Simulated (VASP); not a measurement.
Input of a VASP 6.6.1 run:

Contents of INCAR:

```
  PREC = Accurate
  ENCUT = 600
  EDIFF = 1E-6
  ISMEAR = -1
  SIGMA = 0.1
  LREAL = False
  LASPH = True
  NELM = 200
  ALGO = Normal
  ISIF = 2
  LWAVE = False
  LCHARG = False
  ISPIN = 2
  MAGMOM = 4.9 0
  LORBIT = 11
  LMAXMIX = 6
  LDAU = True
  LDAUTYPE = 2
  LDAUL = 3 -1
  LDAUU = 4.5 0
  LDAUJ = 0 0
  LDAUPRINT = 1
  GGA = RE
  IVDW = 13
  NBANDS = 22
  GGA_COMPAT = False
```

KPOINTS

```
Automatic mesh
0
Gamma
  8 8 8
```

POSCAR

```
EuS
1.0
    0.0000000000      2.9785000000      2.9785000000
    2.9785000000      0.0000000000      2.9785000000
    2.9785000000      2.9785000000      0.0000000000
Eu S
1 1
Direct
    0.0000000000      0.0000000000      0.0000000000
    0.5000000000      0.5000000000      0.5000000000
```

Potentials or basis: VASP PAW PBE potentials, release 64 (Eu, S).

The run is started by

```sh
$ cat potpaw_PBE.64/Eu/POTCAR potpaw_PBE.64/S/POTCAR > POTCAR
$ mpirun -np 1 vasp_std > vasp.out
```

Predict the net moment.

7.00 μB per cell.

What does it give for the site moments?

Eu +6.70; S -0.07 μB.

Eigenvalues of the final occupation matrices:
```tsv
site	spin	trace	eigenvalues
site 1 f	1	6.80	0.97 0.97 0.97 0.97 0.97 0.97 0.97
site 1 f	2	0.01	0.00 0.00 0.00 0.00 0.00 0.00 0.00
```

Caveat: spin-orbit coupling is left out, which moves the levels of the heavy elements; a cell with one magnetic atom can't hold antiferromagnetic order, which such compounds often take. The state reached can hang on the start; a lower one may exist.
